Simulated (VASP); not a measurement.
Input of a VASP 6.6.1 run:

File INCAR:

```
SYSTEM = Cs
ALGO     = Normal         ! electronic algorithm
EDIFF    = 1E-6           ! SCF threshold, eV
ENCUT    = 520            ! plane-wave cutoff, eV
GGA      = RE             ! functional
ISIF     = 2              ! what is computed and relaxed
ISMEAR   = -1             ! smearing method
LASPH    = .True.         ! aspherical terms in the spheres
LCHARG   = .False.        ! write CHGCAR
LREAL    = .False.        ! projectors in reciprocal space
LWAVE    = .False.        ! write WAVECAR
NBANDS   = 26             ! bands
NELM     = 60             ! most SCF steps
PREC     = Accurate       ! precision mode
SIGMA    = 0.1            ! smearing width, eV
```

File KPOINTS:

```
k-points
0
Gamma
  7 7 2
  0 0 0
```

File POSCAR:

```
Cs
1.0
    5.5084828330      0.0000000000      0.0000000000
   -2.7542414165      4.7704860697      0.0000000000
    0.0000000000      0.0000000000     18.0797345794
Cs
4
Direct
    0.0000000000      0.0000000000      1.0000000000
    0.0000000000      1.0000000000      0.5000000000
    0.3333333333      0.6666666667      0.2500000000
    0.6666666667      0.3333333333      0.7500000000
```

Potentials or basis: VASP PAW PBE potentials, release 64 (Cs_sv).

Command:

```console
$ cat potpaw_PBE.64/Cs_sv/POTCAR > POTCAR
$ mpirun -np 1 vasp_std > vasp.out
```

Estimate the band gap on the k mesh.

zero (band 18 reaches 0.97 eV, above the bottom of band 19 at -0.56 eV).

Predict the pressure.

0.2 GPa.

Caveat: the PAW data sets were made with another functional, which shifts forces and pressure a little; spin-orbit coupling is left out, which moves the levels of the heavy elements.
